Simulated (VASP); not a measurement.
# Co (P6_3/mmc) in VASP: a series of runs

The runs below take Co through single point, relaxation of cell and atoms, with LDA.

Everything below comes from runs of VASP 6.6.1. Logs are shortened: lines on timing, memory, paths and dates and some standing lists are left out, and cuts for length are marked.

## Step 1: The cell of the first run

The structure is hexagonal, space group P6_3/mmc (No. 194). Conventional cell: a = 2.390 Å, b = 2.390 Å, c = 7.781 Å, α = 90.00°, β = 90.00°, γ = 120.00°. Within 3.2 Å of Co (site symmetry -3m) lie 12 Co at 2.39 Å. Within 3.2 Å of Co (site symmetry -6m2) lie 12 Co at 2.39 Å.

## Step 2: Single point, LDA

INCAR

```
  ALGO = Normal
  EDIFF = 1E-6
  ENCUT = 520
  GGA = CA
  ISIF = 2
  ISMEAR = -1
  LASPH = T
  LCHARG = F
  LREAL = F
  LWAVE = F
  NBANDS = 26
  NELM = 100
  PREC = Accurate
  SIGMA = 0.1
```

KPOINTS

```
k-points
0
Gamma
  14 14 4
```

POSCAR

```
Co
1.0
    2.3903467482      0.0000000000      0.0000000000
   -1.1951733741      2.0701010078      0.0000000000
    0.0000000000      0.0000000000      7.7809171321
Co
4
Direct
    1.0000000000      1.0000000000      0.0000000000
    1.0000000000      1.0000000000      0.5000000000
    0.3333333333      0.6666666667      0.2500000000
    0.6666666667      0.3333333333      0.7500000000
```

Potentials or basis: VASP PAW LDA potentials, release 64 (Co).

The run is started by

```bash
> cat potpaw_LDA.64/Co/POTCAR > POTCAR
> mpirun -np 1 vasp_std > vasp.out
```

OUTCAR:

```text
EDIFF = 1E-6
   ENCUT = 520
   GGA = CA
   ISIF = 2
   ISMEAR = -1
   LASPH = T
   LREAL = F
   NELM = 100
   PREC = Accurate

 ion  position               nearest neighbor table
   1  0.000  0.000  0.000-   3 2.39   4 2.39   4 2.39   3 2.39   4 2.39   3 2.39
   2  0.000  0.000  0.500-   3 2.39   4 2.39   4 2.39   3 2.39   4 2.39   3 2.39
   3  0.333  0.667  0.250-   1 2.39   2 2.39   1 2.39   2 2.39   1 2.39   2 2.39
   4  0.667  0.333  0.750-   1 2.39   2 2.39   1 2.39   2 2.39   1 2.39   2 2.39

  LATTYP: Found a hexagonal cell.
 ALAT       =     2.3903467482
 C/A-ratio  =     3.2551415973

  Lattice vectors:

 A1 = (   2.3903467482,   0.0000000000,   0.0000000000)
 A2 = (  -1.1951733741,   2.0701010078,   0.0000000000)
 A3 = (   0.0000000000,   0.0000000000,   7.7809171321)

Analysis of symmetry for initial positions (statically):
=====================================================================
 Subroutine PRICEL returns:
 Original cell was already a primitive cell.

 Routine SETGRP: Setting up the symmetry group for a
 hexagonal supercell.

 Subroutine GETGRP returns: Found 24 space group operations
 (whereof 12 operations were pure point group operations)
 out of a pool of 24 trial point group operations.

The static configuration has the point symmetry D_3d.
 The point group associated with its full space group is D_6h.

Analysis of symmetry for dynamics (positions and initial velocities):
=====================================================================
 Subroutine PRICEL returns:
 Original cell was already a primitive cell.

 Routine SETGRP: Setting up the symmetry group for a
 hexagonal supercell.

 Subroutine GETGRP returns: Found 24 space group operations
 (whereof 12 operations were pure point group operations)
 out of a pool of 24 trial point group operations.

The dynamic configuration has the point symmetry D_3d.
 The point group associated with its full space group is D_6h.

 Subroutine INISYM returns: Found 24 space group operations
 (whereof 12 operations are pure point group operations),
 and found     1 'primitive' translations

----------------------------------------------------------------------------------------

                                     Primitive cell

  volume of cell :      38.5020

  direct lattice vectors                    reciprocal lattice vectors
     2.390346748  0.000000000  0.000000000     0.418349346  0.241534108  0.000000000
    -1.195173374  2.070101008  0.000000000     0.000000000  0.483068216  0.000000000
     0.000000000  0.000000000  7.780917132     0.000000000  0.000000000  0.128519554

  length of vectors
     2.390346748  2.390346748  7.780917132     0.483068216  0.483068216  0.128519554

  position of ions in fractional coordinates (direct lattice)
     0.000000000  0.000000000  0.000000000
     0.000000000  0.000000000  0.500000000
     0.333333333  0.666666667  0.250000000
     0.666666667  0.333333333  0.750000000

  ion indices of the primitive-cell ions
   primitive index   ion index
                 1           1
                 2           2
                 3           3
                 4           4

----------------------------------------------------------------------------------------

 KPOINTS: k-points

Automatic generation of k-mesh.
 Grid dimensions read from file:
 generate k-points for:   14   14    4

 Generating k-lattice:

  Cartesian coordinates                     Fractional coordinates (reciprocal lattice)
     0.029882096  0.017252436  0.000000000     0.071428571  0.000000000  0.000000000
     0.000000000  0.034504873  0.000000000     0.000000000  0.071428571  0.000000000
     0.000000000  0.000000000  0.032129889     0.000000000  0.000000000  0.250000000

  Length of vectors
     0.034504873  0.034504873  0.032129889

  Shift w.r.t. Gamma in fractional coordinates (k-lattice)
     0.000000000  0.000000000  0.000000000

 Subroutine IBZKPT returns following result:
 ===========================================

 Found     72 irreducible k-points:

 Following reciprocal coordinates:
            Coordinates               Weight
  0.000000  0.000000  0.000000      1.000000
  0.071429  0.000000  0.000000      6.000000
  0.142857  0.000000  0.000000      6.000000
  0.214286  0.000000  0.000000      6.000000
  0.285714  0.000000  0.000000      6.000000
  0.357143  0.000000  0.000000      6.000000
[... 16 lines left out ...]
  0.285714  0.285714  0.000000      6.000000
  0.357143  0.285714  0.000000      6.000000
 [... further k-points ...]
   k-points           NKPTS =     72   k-points in BZ     NKDIM =     72   number of bands    NBANDS=     26
   number of dos      NEDOS =    301   number of ions     NIONS =      4
   total plane-waves  NPLWV =  19440
   dimension x,y,z NGX =    18 NGY =   18 NGZ =   60
   dimension x,y,z NGXF=    36 NGYF=   36 NGZF=  120
   ions per type =               4
   NGX,Y,Z   is equivalent  to a cutoff of  12.52, 12.52, 12.82 a.u.
   NGXF,Y,Z  is equivalent  to a cutoff of  25.04, 25.04, 25.64 a.u.
 SYSTEM =  unknown system
   PREC   = accura    normal or accurate (medium, high low for compatibility)
   ISTART =      0    job   : 0-new  1-cont  2-samecut
   ICHARG =      2    charge: 1-file 2-atom 10-const
   ISPIN  =      1    spin polarized calculation?
   LNONCOLLINEAR =      F non collinear calculations
   LSORBIT =      F    spin-orbit coupling
   LASPH  =      T    aspherical Exc in radial PAW
   ENCUT  =  520.0 eV  38.22 Ry    6.18 a.u.   4.44  4.44 14.47*2*pi/ulx,y,z
   NELM   =    100;   NELMIN=  2; NELMDL= -5     # of ELM steps
   EDIFF  = 0.1E-05   stopping-criterion for ELM
   LREAL  =      F    real-space projection
   EDIFFG = 0.1E-04   stopping-criterion for IOM
   NSW    =      0    number of steps for IOM
   IBRION =     -1    ionic relax: 0-MD 1-quasi-New 2-CG
   NFREE  =      0    steps in history (QN), initial steepest desc. (CG)
   ISIF   =      2    stress and relaxation
   ISYM   =      2    0-nonsym 1-usesym 2-fastsym
   POTIM  = 0.5000    time-step for ionic-motion
   TEBEG  =    0.0;   TEEND  =   0.0 temperature during run
   PSTRESS=    0.0 pullay stress
   NELECT =      36.0000    total number of electrons
   NUPDOWN=      -1.0000    fix difference up-down
   EMIN   =  10.00;   EMAX   =-10.00  energy-range for DOS
   EFERMI =   0.00;   METHOD = LEGACY
   ISMEAR =    -1;   SIGMA  =   0.10  broadening in eV -4-tet -1-fermi 0-gaus
   EFERMI_NEDOS =   21; number of points for ismear=-14 and -15
   IALGO  =     38    algorithm
   IMIX   =      4    mixing-type and parameters
     AMIX     =   0.40;   BMIX     =  1.00
     AMIX_MAG =   1.60;   BMIX_MAG =  1.00
  volume/ion in A,a.u.               =       9.63        64.96
  Fermi-wavevector in a.u.,A,eV,Ry     =   1.600840  3.025149 34.867496  2.562689
  Thomas-Fermi vector in A             =   2.697912
   LORBIT       =      0    0 simple, 1 ext, 2 COOP (PROOUT), +10 PAW based schemes
   GGA     = CA    functional components
   LHFCALC =     F    Hartree Fock is set to
   AEXX    =    0.0000 exact exchange contribution
   IVDW    =     0    specifies the selected vdW correction
   LEPSILON=     F    determine dielectric tensor
   LRPA    =     F    only Hartree local field effects (RPA)
 non-spin polarized calculation
  energy-cutoff  :      520.00
  volume of cell :       38.50
 maximum number of plane-waves:      1067
 NGX is ok and might be reduce to    18
   NGX =  9   NGY =  9   NGZ = 29

 number of electron      36.0000044 magnetization

 Free energy of the ion-electron system (eV)
  ---------------------------------------------------
  ext. energy  EPLUGINS =         0.00000000
  ---------------------------------------------------
  free energy    TOTEN  =       -32.33608299 eV

  energy without entropy =      -32.04165120  energy(sigma->0) =      -32.18886709

 E-fermi :  11.7442     XC(G=0): -14.4714

 val. band max:       11.7436247945   @ k =   0.2857   0.0714   0.0000
 cond. band min:      11.7473163072   @ k =   0.2857   0.0000   0.2500
 fundamental gap:      0.0036915127
 Fermi energy:        11.7441944661

 k-point     1 :       0.0000    0.0000    0.0000
  band No.  band energies     occupation
      1       2.1919      2.00000
      2       4.6215      2.00000
      3       4.6237      2.00000
      4       6.4218      2.00000
      5       9.1028      2.00000
      6       9.1169      2.00000
[... 18 lines left out ...]
     25      19.5910      0.00000
     26      28.2446      0.00000

 k-point     2 :       0.0714    0.0000    0.0000
  band No.  band energies     occupation
      1       2.3896      2.00000
      2       4.7907      2.00000
      3       4.7932      2.00000
      4       6.5564      2.00000
      5       8.9593      2.00000
      6       9.0444      2.00000
[... 18 lines left out ...]
     25      19.6070      0.00000
     26      28.3690      0.00000

 k-point     3 :       0.1429    0.0000    0.0000
  band No.  band energies     occupation
      1       2.9664      2.00000
      2       5.2613      2.00000
      3       5.2651      2.00000
      4       6.9169      2.00000
      5       8.6760      2.00000
      6       8.8677      2.00000
[... 18 lines left out ...]
     25      19.6672      0.00000
     26      28.7562      0.00000

 k-point     4 :       0.2143    0.0000    0.0000
  band No.  band energies     occupation
      1       3.8653      2.00000
      2       5.8931      2.00000
      3       5.8996      2.00000
      4       7.3391      2.00000
      5       8.4305      2.00000
      6       8.5649      2.00000
[... 18 lines left out ...]
     25      19.7969      0.00000
     26      27.5111      0.00000
[... 496 lines left out ...]
      1       7.1391      2.00000
      2       7.2061      2.00000
      3       7.5919      2.00000
      4       7.9310      2.00000
      5       7.9422      2.00000
      6       8.0647      2.00000
[... 18 lines left out ...]
     25      20.8271      0.00000
     26      20.9270      0.00000

 k-point    23 :       0.2857    0.2857    0.0000
  band No.  band energies     occupation
      1       7.5423      2.00000
      2       7.5619      2.00000
      3       7.6025      2.00000
      4       7.7492      2.00000
      5       7.9343      2.00000
      6       8.0255      2.00000
[... 18 lines left out ...]
     25      19.7354      0.00000
     26      21.4170      0.00000

 k-point    24 :       0.3571    0.2857    0.0000
  band No.  band energies     occupation
      1       7.5402      2.00000
      2       7.6786      2.00000
      3       7.8704      2.00000
      4       7.8767      2.00000
      5       8.0476      2.00000
      6       8.1062      2.00000
[... 18 lines left out ...]
     25      19.3478      0.00000
     26      20.1885      0.00000

 [... further k-points ...]

------------------------ aborting loop because EDIFF is reached ----------------------------------------

  FORCE on cell =-STRESS in cart. coord.  units (eV):
  Direction    XX          YY          ZZ          XY          YZ          ZX
  --------------------------------------------------------------------------------------
  -------------------------------------------------------------------------------------
  Total       -0.2110991     -0.2110991     -0.2184168     -0.0000000      0.0000000     -0.0000000
  in kB       -8.7844346     -8.7844346     -9.0889428     -0.0000000      0.0000000     -0.0000000
  external PRESSURE =      -8.8859374 kB  Pullay stress =       0.0000000 kB

 VOLUME and BASIS-vectors are now :
 -----------------------------------------------------------------------------
  energy-cutoff  :      520.00
  volume of cell :       38.50
      direct lattice vectors                 reciprocal lattice vectors
     2.390346748  0.000000000  0.000000000     0.418349346  0.241534108  0.000000000
    -1.195173374  2.070101008  0.000000000     0.000000000  0.483068216  0.000000000
     0.000000000  0.000000000  7.780917132     0.000000000  0.000000000  0.128519554

 POSITION                                       TOTAL-FORCE (eV/Angst)
 -----------------------------------------------------------------------------------
      0.00000      0.00000      0.00000        -0.000000      0.000000      0.000000
      0.00000      0.00000      3.89046        -0.000000      0.000000      0.000000
     -0.00000      1.38007      1.94523        -0.000000      0.000000     -0.000000
      1.19517      0.69003      5.83569         0.000000     -0.000000      0.000000
 -----------------------------------------------------------------------------------
    total drift:                                0.000000     -0.000000      0.000000

  FREE ENERGIE OF THE ION-ELECTRON SYSTEM (eV)
  ---------------------------------------------------
  free  energy   TOTEN  =       -32.3360829943 eV

  energy  without entropy=      -32.0416511951  energy(sigma->0) =      -32.18886709
```

Run time: 41 s. Hardware: 1 thread of Intel Xeon Platinum 8488C (Sapphire Rapids), shared host; peak memory 0.17 GiB.

What came out:

```
Free energy            : -32.3361 eV
Pressure               : -0.9 GPa
Band gap on the k mesh : zero (band 18 reaches 12.27 eV, above the bottom of band 19 at 10.96 eV)
```

Levels at points of the mesh, in eV from the Fermi level:
```
           k point  band 16  band 17  band 18  band 19  band 20  band 21
(0.00, 0.00, 0.00)    -0.94    -0.94    -0.53    -0.53    -0.21    -0.21
(0.50, 0.00, 0.00)     0.40     0.43     0.53     0.53     0.53     0.56
(0.00, 0.00, 0.50)    -1.71    -0.73    -0.73    -0.73    -0.73     0.08
(0.50, 0.00, 0.50)    -0.04     0.38     0.38     0.52     0.52     2.07
```

Caveat: the run has no spin polarisation, though such a crystal can be magnetic. Spin polarisation is off, so any magnetic state and its effect on volume and gap are missing.

## Step 3: Single point, LDA

INCAR

```
SYSTEM = Co
ALGO = Normal
EDIFF = 1E-7
ENCUT = 520
GGA = CA
ISIF = 2
ISMEAR = -1
LASPH = .True.
LCHARG = .False.
LREAL = .False.
LWAVE = .False.
NBANDS = 26
NELM = 60
PREC = Accurate
SIGMA = 0.1
```

KPOINTS

```
k-points
0
Gamma
  17 17 5
  0 0 0
```

POSCAR is that of step 2.

Potentials or basis: VASP PAW LDA potentials, release 64 (Co).

The run is started by

```bash
> cat potpaw_LDA.64/Co/POTCAR > POTCAR
> mpirun -np 1 vasp_std > vasp.out
```

It took 57 s on 1 thread of Intel Xeon Platinum 8488C (Sapphire Rapids), shared host; peak memory 0.18 GiB.

The run converged. Its results:

```yaml
Free_energy: -32.3376 eV
Pressure: -0.9 GPa
Band_gap_on_the_k_mesh: zero (band 18 reaches 12.16 eV, above the bottom of band 19 at 11.04 eV)
```

Levels at points of the mesh, in eV from the Fermi level:
| k point | band 13 | band 14 | band 15 | band 16 | band 17 | band 18 | band 19 | band 20 | band 21 | band 22 |
| --- | --- | --- | --- | --- | --- | --- | --- | --- | --- | --- |
| (0.00, 0.00, 0.00) | -1.89 | -1.82 | -1.82 | -0.94 | -0.94 | -0.53 | -0.53 | -0.21 | -0.21 | -0.14 |

Caveat: the run has no spin polarisation, though such a crystal can be magnetic.

## Step 4: Single point, LDA

INCAR

```
SYSTEM = Co
PREC = Accurate
ENCUT = 520
EDIFF = 1E-6
ISMEAR = -1
SIGMA = 0.1
LREAL = .FALSE.
LASPH = .TRUE.
NELM = 60
ALGO = Normal
ISIF = 2
LWAVE = .FALSE.
LCHARG = .FALSE.
GGA = CA
NBANDS = 26
```

KPOINTS

```
Automatic mesh
0
G
  20 20 6
  0 0 0
```

POSCAR is that of step 3.

The run is started by

```bash
> cat potpaw_LDA.64/Co/POTCAR > POTCAR
> mpirun -np 1 vasp_std > vasp.out
```

Run time: 97 s. Hardware: 1 thread of Intel Xeon Platinum 8488C (Sapphire Rapids), shared host; peak memory 0.23 GiB.

Results (log left out):

```
Free energy            : -32.3386 eV
Pressure               : -0.8 GPa
Band gap on the k mesh : zero (band 18 reaches 12.27 eV, above the bottom of band 19 at 10.96 eV)
```

Levels at points of the mesh, in eV from the Fermi level:
| k point | band 15 | band 16 | band 17 | band 18 | band 19 | band 20 | band 21 | band 22 |
| --- | --- | --- | --- | --- | --- | --- | --- | --- |
| (0.00, 0.00, 0.00) | -1.82 | -0.94 | -0.94 | -0.53 | -0.53 | -0.21 | -0.21 | -0.14 |
| (0.50, 0.00, 0.00) | 0.37 | 0.40 | 0.43 | 0.53 | 0.53 | 0.53 | 0.56 | 1.72 |
| (0.00, 0.00, 0.50) | -1.71 | -1.71 | -0.73 | -0.73 | -0.73 | -0.73 | 0.08 | 0.08 |
| (0.50, 0.00, 0.50) | -0.05 | -0.05 | 0.38 | 0.38 | 0.51 | 0.51 | 2.07 | 2.07 |

Caveat: the run has no spin polarisation, though such a crystal can be magnetic. Spin polarisation is off, so any magnetic state and its effect on volume and gap are missing.

## Step 5: Relaxation of cell and atoms, LDA

This run uses another cell than the first one, of 11.07 Å³/atom, 1.150 times its volume.

INCAR

```
PREC     = Accurate       # precision mode
ENCUT    = 600            # plane-wave cutoff, eV
EDIFF    = 1E-6           # SCF threshold, eV
ISMEAR   = -1             # smearing method
SIGMA    = 0.1            # smearing width, eV
LREAL    = F              # projectors in reciprocal space
LASPH    = T              # aspherical terms in the spheres
NELM     = 100            # most SCF steps
ALGO     = Normal         # electronic algorithm
ISIF     = 3              # what is computed and relaxed
LWAVE    = F              # write WAVECAR
LCHARG   = F              # write CHGCAR
GGA      = CA             # functional
IBRION   = 2              # ionic algorithm
NSW      = 80             # ionic steps
EDIFFG   = -0.01          # ionic threshold
```

KPOINTS

```
regular mesh
0
Gamma
  14 14 4
```

POSCAR

```
Co
1.0
    2.5018845205      0.0000000000      0.0000000000
   -1.2509422603      2.1666955521      0.0000000000
    0.0000000000      0.0000000000      8.1711548441
Co
4
Direct
    0.0000000000      0.0000000000      0.0000000000
    0.0000000000      0.0000000000      0.5000000000
    0.3333333333      0.6666666667      0.2500000000
    0.6666666667      0.3333333333      0.7500000000
```

The run is started by

```bash
> cat potpaw_LDA.64/Co/POTCAR > POTCAR
> mpirun -np 1 vasp_std > vasp.out
```

It took 5.1 min on 1 thread of Intel Xeon Platinum 8488C (Sapphire Rapids), shared host; peak memory 0.2 GiB.

It converged, with:

| Quantity | Value |
| --- | --- |
| Free energy | -32.3381 eV |
| Relaxed volume | 9.60 Å³/atom |
| Relaxed cell | a = 2.388 Å, b = 2.388 Å, c = 7.772 Å, α = 90.00°, β = 90.00°, γ = 120.00° |
| Space group after relaxing (to 0.05 Å) | P6_3/mmc (No. 194) |
| Energy gained by relaxing | 166.7 meV/atom |
| Ionic steps | 8 |
| Pressure after relaxing | 0.0 GPa |

Step by step:
| step | energy change (eV) | largest force (eV/Å) | pressure (GPa) | volume (Å³) |
| --- | --- | --- | --- | --- |
| 1 | 0.0000 | 0.0000 | -31.44 | 44.29 |
| 2 | 0.9114 | 0.0000 | 91.56 | 31.77 |
| 3 | -0.6649 | 0.0000 | -2.04 | 38.65 |
| 4 | -0.6665 | 0.0000 | -0.56 | 38.45 |
| 5 | -0.6666 | 0.0000 | 0.50 | 38.34 |
| 6 | -0.6665 | 0.0000 | -0.84 | 38.49 |
| 7 | -0.6667 | 0.0000 | -0.11 | 38.39 |
| 8 | -0.6667 | 0.0000 | 0.05 | 38.38 |

Final structure:
```
CELL_PARAMETERS angstrom
2.38806 0.00000 0.00000
-1.19403 2.06812 0.00000
0.00000 0.00000 7.77171
ATOMIC_POSITIONS crystal
Co 0.00000 0.00000 0.00000
Co 0.00000 0.00000 0.50000
Co 0.33333 0.66667 0.25000
Co 0.66667 0.33333 0.75000
```

Levels at points of the mesh, in eV from the Fermi level:
| k point | band 16 | band 17 | band 18 | band 19 | band 20 | band 21 |
| --- | --- | --- | --- | --- | --- | --- |
| (0.00, 0.00, 0.00) | -0.95 | -0.95 | -0.53 | -0.53 | -0.21 | -0.21 |
| (0.50, 0.00, 0.00) | 0.40 | 0.43 | 0.52 | 0.53 | 0.54 | 0.56 |
| (0.00, 0.00, 0.50) | -1.72 | -0.73 | -0.73 | -0.73 | -0.73 | 0.08 |
| (0.50, 0.00, 0.50) | -0.05 | 0.38 | 0.38 | 0.52 | 0.52 | 2.07 |

Caveat: the bands computed are all filled at some k points, so no gap is given; the run has no spin polarisation, though such a crystal can be magnetic.

## Step 6: Overview

```tsv
task	cell	k mesh	cutoff (eV)	gap on the mesh (eV)	pressure (GPa)
single point	a = 2.390, b = 2.390, c = 7.781 Å, angles 90.0, 90.0, 120.0°, 4 atoms	14 × 14 × 4	520	none	-0.9
single point	a = 2.390, b = 2.390, c = 7.781 Å, angles 90.0, 90.0, 120.0°, 4 atoms	17 × 17 × 5	520	none	-0.9
single point	a = 2.390, b = 2.390, c = 7.781 Å, angles 90.0, 90.0, 120.0°, 4 atoms	20 × 20 × 6	520	none	-0.8
relaxation of cell and atoms	relaxed from a = 2.502, b = 2.502, c = 8.171 Å, angles 90.0, 90.0, 120.0°, 4 atoms	14 × 14 × 4	600	-	0.0
```

Alike in all rows: level LDA; potentials or basis VASP PAW LDA potentials, release 64 (Co); no spin polarisation; smearing fermi-dirac 0.1 eV.

Every run on the cell as given and a fine mesh finds a metal.

Caveats: the run has no spin polarisation, though such a crystal can be magnetic; the bands computed are all filled at some k points, so no gap is given (some runs).

Absolute energies hang on the potentials; compare differences alone.
